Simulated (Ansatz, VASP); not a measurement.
**Sn in VASP and in Ansatz**

```xyz
2
Lattice="0.0000 3.2333 3.2333 3.2333 0.0000 3.2333 3.2333 3.2333 0.0000" Properties=species:S:1:pos:R:3 pbc="T T T"
Sn    0.0000    0.0000    0.0000
Sn    1.6167    1.6167    1.6167
```

Alike in both runs: task single point; functional PBE; k mesh 6 × 6 × 6; occupations methfessel-paxton of order 1, width 0.15 eV; no spin polarisation.

|  | VASP | Ansatz |
| --- | --- | --- |
| version | VASP 6.6.1 | Ansatz 0.2.0 |
| potentials or method | VASP PAW PBE potentials, release 64 (Sn_d), cutoff 500 eV | plane waves, PAW |
| valence electrons in the cell | 28 | 28 |

```csv
,VASP,Ansatz,Ansatz less VASP
pressure (GPa),3.8,3.9,+0.06
```

With one functional, cell and mesh, what is left measures potentials, basis and numerics.
